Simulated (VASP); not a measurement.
# Ge: relaxation of cell and atoms with PBEsol

Ge:

```
CELL_PARAMETERS angstrom
1.39715 -2.60052 0.00000
1.39715 2.60052 0.00000
0.00000 0.00000 2.69823
ATOMIC_POSITIONS crystal
Ge 0.50000 0.50000 0.00000
```

| Item | Value |
| --- | --- |
| Program | VASP 6.6.1 |
| Task | relaxation of cell and atoms |
| Functional | PBEsol |
| Potentials or basis | VASP PAW PBE potentials, release 64 (Ge_d) |
| Cutoff | 500 eV |
| k mesh | 11 × 11 × 10 |
| Occupations | methfessel-paxton, width 0.1 eV |
| Spin | no spin polarisation |
| Target pressure | 8 GPa |
| Dipole correction | no |
| Further INCAR settings | ALGO = Normal; EDIFF = 1e-07; IBRION = 2; EDIFFG = -0.01; NSW = 80; ISIF = 3 |

- Relaxed volume: 16.89 Å³/atom
- Relaxed cell: a = 2.762 Å, b = 2.762 Å, c = 2.592 Å, α = 90.00°, β = 90.00°, γ = 121.29°
- Space group after relaxing (to 0.1 Å): P6/mmm (No. 191)
- Energy change on relaxing (the run minimises the enthalpy): +14.2 meV/atom
- Ionic steps: 11
- Pressure after relaxing: 8.0 GPa
- Band gap on the k mesh: zero (bands 7 and 8 overlap by 10.13 eV)

Step by step:
```
step  energy change (eV)  largest force (eV/Å)  pressure (GPa)  volume (Å³)
   1              0.0000                0.0000           -4.32        19.61
   2              0.1176                0.0000           18.24        15.63
   3              0.0172                0.0000            7.97        16.91
   4              0.0198                0.0000            8.27        16.86
   5              0.0166                0.0000            8.28        16.86
   6              0.0163                0.0000            8.29        16.85
   7              0.0163                0.0000            8.25        16.85
   8              0.0163                0.0000            8.26        16.85
   9              0.0163                0.0000            8.28        16.85
  10              0.0125                0.0000            7.78        16.93
  11              0.0142                0.0000            7.98        16.89
```

Final structure:
```cif
data_structure
_symmetry_space_group_name_H-M 'P 1'
_symmetry_Int_Tables_number 1
_cell_length_a 2.7616
_cell_length_b 2.7616
_cell_length_c 2.5918
_cell_angle_alpha 90.000
_cell_angle_beta 90.000
_cell_angle_gamma 121.292
_cell_volume 16.89
loop_
_atom_site_label
_atom_site_type_symbol
_atom_site_fract_x
_atom_site_fract_y
_atom_site_fract_z
_atom_site_occupancy
Ge1 Ge 0.50000 0.50000 0.00000 1
```

Levels at points of the mesh, in eV from the Fermi level:
```tsv
k point	band 5	band 6	band 7	band 8	band 9	band 10
(0.00, 0.00, 0.00)	-24.50	-14.20	7.06	9.12	9.72	10.58
(0.00, 0.00, 0.50)	-24.56	-9.84	-6.73	12.52	13.13	17.85
```

Run time: 120 s on 1 thread of AMD EPYC 9R45 96-Core Processor (Zen 5) (shared host), peak memory 0.14 GiB.

Caveat: the cell is relaxed towards a set pressure, so the run minimises the enthalpy, not the energy; the PAW data sets were made with another functional, which shifts forces and pressure a little.
